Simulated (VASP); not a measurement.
# ZnCu (Pm-3m) in VASP: single point with PBE

Aim: the single point of ZnCu with PBE.

Everything below comes from runs of VASP 6.6.1. Logs are shortened: lines on timing, memory, paths and dates and some standing lists are left out, and cuts for length are marked.

## (1) The cell of the first run

Symmetry: Pm-3m, No. 221, cubic system. The conventional cell has a = 2.945 Å, b = 2.945 Å, c = 2.945 Å, α = 90.00°, β = 90.00°, γ = 90.00°. Zn (site symmetry m-3m) has 8 Cu at 2.55 Å and 6 Zn at 2.94 Å within 3.4 Å. Within 3.4 Å of Cu (site symmetry m-3m) lie 8 Zn at 2.55 Å and 6 Cu at 2.94 Å.

## (2) Single point, PBE

Contents of INCAR:

```
SYSTEM = ZnCu
  PREC = Accurate
  ENCUT = 520
  EDIFF = 1E-7
  ISMEAR = 0
  SIGMA = 0.05
  LREAL = .FALSE.
  LASPH = .TRUE.
  NELM = 60
  ALGO = Normal
  ISIF = 2
  LWAVE = .FALSE.
  LCHARG = .FALSE.
  GGA = PE
  NBANDS = 18
```

Contents of KPOINTS:

```
regular mesh
0
G
  14 14 14
  0 0 0
```

Contents of POSCAR:

```
ZnCu
1.0
    2.9450000000      0.0000000000      0.0000000000
    0.0000000000      2.9450000000      0.0000000000
    0.0000000000      0.0000000000      2.9450000000
Zn Cu
1 1
Direct
    0.5000000000      0.5000000000      0.5000000000
    0.0000000000      0.0000000000      0.0000000000
```

Potentials or basis: VASP PAW PBE potentials, release 64 (Zn, Cu).

Run with:

```bash
cat potpaw_PBE.64/Zn/POTCAR potpaw_PBE.64/Cu/POTCAR > POTCAR
mpirun -np 1 vasp_std > vasp.out
```

OUTCAR:

```text
SYSTEM = ZnCu
   PREC = Accurate
   ENCUT = 520
   EDIFF = 1E-7
   ISMEAR = 0
   LREAL = .FALSE.
   LASPH = .TRUE.
   NELM = 60
   ISIF = 2
   GGA = PE

 ion  position               nearest neighbor table
   1  0.500  0.500  0.500-   2 2.55   2 2.55   2 2.55   2 2.55   2 2.55   2 2.55   2 2.55   2 2.55

   2  0.000  0.000  0.000-   1 2.55   1 2.55   1 2.55   1 2.55   1 2.55   1 2.55   1 2.55   1 2.55

  LATTYP: Found a simple cubic cell.
 ALAT       =     2.9450000000

  Lattice vectors:

 A1 = (   2.9450000000,   0.0000000000,   0.0000000000)
 A2 = (   0.0000000000,   2.9450000000,   0.0000000000)
 A3 = (   0.0000000000,   0.0000000000,   2.9450000000)

Analysis of symmetry for initial positions (statically):
=====================================================================
 Subroutine PRICEL returns:
 Original cell was already a primitive cell.

 Routine SETGRP: Setting up the symmetry group for a
 simple cubic supercell.

 Subroutine GETGRP returns: Found 48 space group operations
 (whereof 48 operations were pure point group operations)
 out of a pool of 48 trial point group operations.

The static configuration has the point symmetry O_h .

Analysis of symmetry for dynamics (positions and initial velocities):
=====================================================================
 Subroutine PRICEL returns:
 Original cell was already a primitive cell.

 Routine SETGRP: Setting up the symmetry group for a
 simple cubic supercell.

 Subroutine GETGRP returns: Found 48 space group operations
 (whereof 48 operations were pure point group operations)
 out of a pool of 48 trial point group operations.

The dynamic configuration has the point symmetry O_h .

 Subroutine INISYM returns: Found 48 space group operations
 (whereof 48 operations are pure point group operations),
 and found     1 'primitive' translations

----------------------------------------------------------------------------------------

                                     Primitive cell

  volume of cell :      25.5421

  direct lattice vectors                    reciprocal lattice vectors
     2.945000000  0.000000000  0.000000000     0.339558574  0.000000000  0.000000000
     0.000000000  2.945000000  0.000000000     0.000000000  0.339558574  0.000000000
     0.000000000  0.000000000  2.945000000     0.000000000  0.000000000  0.339558574

  length of vectors
     2.945000000  2.945000000  2.945000000     0.339558574  0.339558574  0.339558574

  position of ions in fractional coordinates (direct lattice)
     0.500000000  0.500000000  0.500000000
     0.000000000  0.000000000  0.000000000

  ion indices of the primitive-cell ions
   primitive index   ion index
                 1           1
                 2           2

----------------------------------------------------------------------------------------

 KPOINTS: regular mesh

Automatic generation of k-mesh.
 Grid dimensions read from file:
 generate k-points for:   14   14   14

 Generating k-lattice:

  Cartesian coordinates                     Fractional coordinates (reciprocal lattice)
     0.024254184  0.000000000  0.000000000     0.071428571  0.000000000  0.000000000
     0.000000000  0.024254184  0.000000000     0.000000000  0.071428571  0.000000000
     0.000000000  0.000000000  0.024254184     0.000000000  0.000000000  0.071428571

  Length of vectors
     0.024254184  0.024254184  0.024254184

  Shift w.r.t. Gamma in fractional coordinates (k-lattice)
     0.000000000  0.000000000  0.000000000

 Subroutine IBZKPT returns following result:
 ===========================================

 Found    120 irreducible k-points:

 Following reciprocal coordinates:
            Coordinates               Weight
  0.000000  0.000000  0.000000      1.000000
  0.071429  0.000000  0.000000      6.000000
  0.142857  0.000000  0.000000      6.000000
  0.214286  0.000000  0.000000      6.000000
  0.285714  0.000000  0.000000      6.000000
  0.357143  0.000000  0.000000      6.000000
[... 16 lines left out ...]
  0.285714  0.214286  0.000000     24.000000
  0.357143  0.214286  0.000000     24.000000
 [... further k-points ...]
   k-points           NKPTS =    120   k-points in BZ     NKDIM =    120   number of bands    NBANDS=     18
   number of dos      NEDOS =    301   number of ions     NIONS =      2
   total plane-waves  NPLWV =  13824
   dimension x,y,z NGX =    24 NGY =   24 NGZ =   24
   dimension x,y,z NGXF=    48 NGYF=   48 NGZF=   48
   ions per type =               1   1
   NGX,Y,Z   is equivalent  to a cutoff of  13.55, 13.55, 13.55 a.u.
   NGXF,Y,Z  is equivalent  to a cutoff of  27.10, 27.10, 27.10 a.u.
 SYSTEM =  ZnCu
   PREC   = accura    normal or accurate (medium, high low for compatibility)
   ISTART =      0    job   : 0-new  1-cont  2-samecut
   ICHARG =      2    charge: 1-file 2-atom 10-const
   ISPIN  =      1    spin polarized calculation?
   LNONCOLLINEAR =      F non collinear calculations
   LSORBIT =      F    spin-orbit coupling
   LASPH  =      T    aspherical Exc in radial PAW
   ENCUT  =  520.0 eV  38.22 Ry    6.18 a.u.   5.48  5.48  5.48*2*pi/ulx,y,z
   NELM   =     60;   NELMIN=  2; NELMDL= -5     # of ELM steps
   EDIFF  = 0.1E-06   stopping-criterion for ELM
   LREAL  =      F    real-space projection
   EDIFFG = 0.1E-05   stopping-criterion for IOM
   NSW    =      0    number of steps for IOM
   IBRION =     -1    ionic relax: 0-MD 1-quasi-New 2-CG
   NFREE  =      0    steps in history (QN), initial steepest desc. (CG)
   ISIF   =      2    stress and relaxation
   ISYM   =      2    0-nonsym 1-usesym 2-fastsym
   POTIM  = 0.5000    time-step for ionic-motion
   TEBEG  =    0.0;   TEEND  =   0.0 temperature during run
   PSTRESS=    0.0 pullay stress
   NELECT =      23.0000    total number of electrons
   NUPDOWN=      -1.0000    fix difference up-down
   EMIN   =  10.00;   EMAX   =-10.00  energy-range for DOS
   EFERMI =   0.00;   METHOD = LEGACY
   ISMEAR =     0;   SIGMA  =   0.05  broadening in eV -4-tet -1-fermi 0-gaus
   EFERMI_NEDOS =   21; number of points for ismear=-14 and -15
   IALGO  =     38    algorithm
   IMIX   =      4    mixing-type and parameters
     AMIX     =   0.40;   BMIX     =  1.00
     AMIX_MAG =   1.60;   BMIX_MAG =  1.00
  volume/ion in A,a.u.               =      12.77        86.18
  Fermi-wavevector in a.u.,A,eV,Ry     =   1.580880  2.987429 34.003415  2.499180
  Thomas-Fermi vector in A             =   2.681040
   LORBIT       =      0    0 simple, 1 ext, 2 COOP (PROOUT), +10 PAW based schemes
   GGA     = PE    functional components
   LHFCALC =     F    Hartree Fock is set to
   AEXX    =    0.0000 exact exchange contribution
   IVDW    =     0    specifies the selected vdW correction
   LEPSILON=     F    determine dielectric tensor
   LRPA    =     F    only Hartree local field effects (RPA)
 non-spin polarized calculation
 Gauss-broadening in eV      SIGMA  =   0.05
  energy-cutoff  :      520.00
  volume of cell :       25.54
 maximum number of plane-waves:       715
 NGX is ok and might be reduce to    24
   NGX = 11   NGY = 11   NGZ = 11

 number of electron      23.0000000 magnetization

 Free energy of the ion-electron system (eV)
  ---------------------------------------------------
  ext. energy  EPLUGINS =         0.00000000
  ---------------------------------------------------
  free energy    TOTEN  =        -5.01164650 eV

  energy without entropy =       -5.01116217  energy(sigma->0) =       -5.01140434

 E-fermi :   5.5618     XC(G=0): -12.4018

 val. band max:        5.4628457175   @ k =   0.5000   0.5000   0.2143
 cond. band min:       5.5711735380   @ k =   0.4286   0.3571   0.2143
 fundamental gap:      0.1083278205
 Fermi energy:         5.5617762673

 k-point     1 :       0.0000    0.0000    0.0000
  band No.  band energies     occupation
      1      -4.7968      2.00000
      2      -2.3089      2.00000
      3      -2.3089      2.00000
      4      -1.6138      2.00000
      5      -1.6138      2.00000
      6      -1.6138      2.00000
[... 10 lines left out ...]
     17      17.8228      0.00000
     18      28.9803      0.00000

 k-point     2 :       0.0714    0.0000    0.0000
  band No.  band energies     occupation
      1      -4.7043      2.00000
      2      -2.2982      2.00000
      3      -2.2889      2.00000
      4      -1.6220      2.00000
      5      -1.6220      2.00000
      6      -1.6098      2.00000
[... 10 lines left out ...]
     17      18.4521      0.00000
     18      27.9110      0.00000

 k-point     3 :       0.1429    0.0000    0.0000
  band No.  band energies     occupation
      1      -4.4301      2.00000
      2      -2.2680      2.00000
      3      -2.2307      2.00000
      4      -1.6449      2.00000
      5      -1.6449      2.00000
      6      -1.5984      2.00000
[... 10 lines left out ...]
     17      20.5168      0.00000
     18      26.2147      0.00000

 k-point     4 :       0.2143    0.0000    0.0000
  band No.  band energies     occupation
      1      -3.9855      2.00000
      2      -2.2237      2.00000
      3      -2.1367      2.00000
      4      -1.6778      2.00000
      5      -1.6778      2.00000
      6      -1.5818      2.00000
[... 375 lines left out ...]
      4      -1.7118      2.00000
      5      -1.6926      2.00000
      6      -1.6372      2.00000
[... 10 lines left out ...]
     17      23.1398      0.00000
     18      24.2501      0.00000

 k-point    23 :       0.2857    0.2143    0.0000
  band No.  band energies     occupation
      1      -2.8035      2.00000
      2      -2.1164      2.00000
      3      -1.9110      2.00000
      4      -1.7452      2.00000
      5      -1.6546      2.00000
      6      -1.5697      2.00000
[... 10 lines left out ...]
     17      22.9708      0.00000
     18      23.3995      0.00000

 k-point    24 :       0.3571    0.2143    0.0000
  band No.  band energies     occupation
      1      -2.4532      2.00000
      2      -2.1145      2.00000
      3      -1.8670      2.00000
      4      -1.7804      2.00000
      5      -1.6650      2.00000
      6      -1.1324      2.00000
[... 10 lines left out ...]
     17      21.3570      0.00000
     18      22.2847      0.00000

 [... further k-points ...]

------------------------ aborting loop because EDIFF is reached ----------------------------------------

  FORCE on cell =-STRESS in cart. coord.  units (eV):
  Direction    XX          YY          ZZ          XY          YZ          ZX
  --------------------------------------------------------------------------------------
  -------------------------------------------------------------------------------------
  Total        0.4443915      0.4443915      0.4443915      0.0000000      0.0000000     -0.0000000
  in kB       27.8753540     27.8753540     27.8753540      0.0000000      0.0000000     -0.0000000
  external PRESSURE =      27.8753540 kB  Pullay stress =       0.0000000 kB

 VOLUME and BASIS-vectors are now :
 -----------------------------------------------------------------------------
  energy-cutoff  :      520.00
  volume of cell :       25.54
      direct lattice vectors                 reciprocal lattice vectors
     2.945000000  0.000000000  0.000000000     0.339558574  0.000000000  0.000000000
     0.000000000  2.945000000  0.000000000     0.000000000  0.339558574  0.000000000
     0.000000000  0.000000000  2.945000000     0.000000000  0.000000000  0.339558574

 POSITION                                       TOTAL-FORCE (eV/Angst)
 -----------------------------------------------------------------------------------
      1.47250      1.47250      1.47250         0.000000      0.000000      0.000000
      0.00000      0.00000      0.00000         0.000000      0.000000      0.000000
 -----------------------------------------------------------------------------------
    total drift:                                0.000000      0.000000     -0.000000

  FREE ENERGIE OF THE ION-ELECTRON SYSTEM (eV)
  ---------------------------------------------------
  free  energy   TOTEN  =        -5.0116465008 eV

  energy  without entropy=       -5.0111621703  energy(sigma->0) =       -5.01140434
```

Run time: 72 s. Hardware: 1 thread of AMD EPYC 7R43 (Zen 3), shared host; peak memory 0.14 GiB.

Results:

```
Free energy            : -5.0116 eV
Pressure               : 2.8 GPa
Band gap on the k mesh : zero (an odd number of electrons rules out a gap without spin polarisation)
```

Levels at points of the mesh, in eV from the Fermi level:
```csv
k point,band 9,band 10,band 11,band 12,band 13,band 14,band 15,band 16
"(0.00, 0.00, 0.00)",-2.76,-2.76,-2.76,6.21,6.21,6.21,11.24,11.24
"(0.50, 0.00, 0.00)",-3.30,-3.30,-2.83,-2.03,11.69,11.69,12.32,12.32
"(0.50, 0.50, 0.00)",-2.91,-2.52,-1.91,-1.91,1.74,2.09,13.91,15.50
"(0.50, 0.50, 0.50)",-2.50,-2.50,3.84,4.32,4.32,4.32,4.49,4.49
```
